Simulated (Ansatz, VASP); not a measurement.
## Two plane-wave programs on SiNi3

INCAR

```
  PREC = Accurate
  ENCUT = 520
  EDIFF = 1E-6
  ISMEAR = 0
  SIGMA = 0.15
  LREAL = F
  LASPH = T
  NELM = 80
  ALGO = Fast
  ISIF = 2
  LWAVE = F
  LCHARG = T
  GGA = PS
  LELF = T
  LVHAR = T
  NBANDS = 25
```

KPOINTS

```
regular mesh
0
Gamma
  14 14 14
```

Contents of POSCAR:

```
SiNi3
1.0
    3.4612457436      0.0000000000      0.0000000000
    0.0000000000      3.3747146000      0.0000000000
    0.0000000000      0.0000000000      3.4612457436
Si Ni
1 3
Direct
    0.0000000000      0.0000000000      0.0000000000
    0.0000000000      0.5000000000      0.5000000000
    0.5000000000      0.0000000000      0.5000000000
    0.5000000000      0.5000000000      0.0000000000
```

Input for Ansatz:

```yaml
crystal:
  lattice:
    - [3.4612457436, 0.0, 0.0]
    - [0.0, 3.3747146, 0.0]
    - [0.0, 0.0, 3.4612457436]
  atoms:
    - { symbol: Si, position: [0.0, 0.0, 0.0] }
    - { symbol: Ni, position: [0.0, 0.5, 0.5] }
    - { symbol: Ni, position: [0.5, 0.0, 0.5] }
    - { symbol: Ni, position: [0.5, 0.5, 0.0] }
basis:
  ecutwfc: 420
kpoints:
  mp_grid: { grid: [14, 14, 14] }
hamiltonian:
  xc: pbesol
scf:
  occupations: { method: gaussian, width: 0.15 }
output:
  forces: true
  stress: true
  eigenvalues: true
```

Change from the starting cell: strain -0.0250 x Voigt [0, 1, 0, 0, 0, 0], atoms carried along.

Alike in both runs: task single point; functional PBEsol; k mesh 14 × 14 × 14; occupations gaussian, width 0.15 eV; no spin polarisation.

|  | VASP | Ansatz |
| --- | --- | --- |
| version | VASP 6.6.1 | Ansatz 0.2.0 |
| potentials or method | VASP PAW PBE potentials, release 64 (Si, Ni), cutoff 520 eV | scalar-relativistic, plane waves, PAW |
| valence electrons in the cell | 34 | 58 |

Ansatz gave:

```
gap on the k mesh at the Fermi level (eV)                     : none
pressure (GPa)                                                : 6.5
traceless stress, the component that is largest in VASP (GPa) : 2.99
```

Task: Which values does VASP return?

Result: gap on the k mesh at the Fermi level (eV): none; pressure (GPa): 6.6; traceless stress, the component that is largest in VASP (GPa): 2.93.

VASP's potentials were made for PBE, not for PBEsol. A gap of «none» marks a metal or a gap that the smearing closes. The functional is the same, so the differences come from potentials, cutoffs and numerics. VASP's potentials hold 34 valence electrons a cell and Ansatz's 58, so a difference there can come from the potentials and not from the codes.
